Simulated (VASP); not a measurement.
Here is a VASP 6.6.1 calculation.

INCAR

```
PREC     = Accurate       # precision mode
ENCUT    = 520            # plane-wave cutoff, eV
EDIFF    = 1E-7           # SCF threshold, eV
ISMEAR   = 0              # smearing method
SIGMA    = 0.05           # smearing width, eV
LREAL    = False          # projectors in reciprocal space
LASPH    = True           # aspherical terms in the spheres
NELM     = 60             # most SCF steps
ALGO     = Normal         # electronic algorithm
ISIF     = 2              # what is computed and relaxed
LWAVE    = False          # write WAVECAR
LCHARG   = False          # write CHGCAR
GGA      = CA             # functional
NBANDS   = 14             # bands
```

The input KPOINTS:

```
Automatic mesh
0
Gamma
  8 8 8
```

Contents of POSCAR:

```
NaF
1.0
    0.0000000000      2.2652175000      2.3233000000
    2.2652175000      0.0000000000      2.3233000000
    2.2652175000      2.2652175000      0.0000000000
Na F
1 1
Direct
    0.0000000000      0.0000000000      0.0000000000
    0.5000000000      0.5000000000      0.5000000000
```

Potentials or basis: VASP PAW LDA potentials, release 64 (Na_pv, F).

Run with:

```console
$ cat potpaw_LDA.64/Na_pv/POTCAR potpaw_LDA.64/F/POTCAR > POTCAR
$ mpirun -np 1 vasp_std > vasp.out
```

Predict the band gap on the k mesh.

6.18 eV, direct.

What does it give for the pressure?

-2.4 GPa.

Stress tensor (GPa, compression positive):
```
-1.68  0.00  0.00
 0.00 -1.68  0.00
 0.00  0.00 -3.79
```

Caveat: the cell differs from its parent crystal (strain -0.025 along x and y, +0.000 along z).
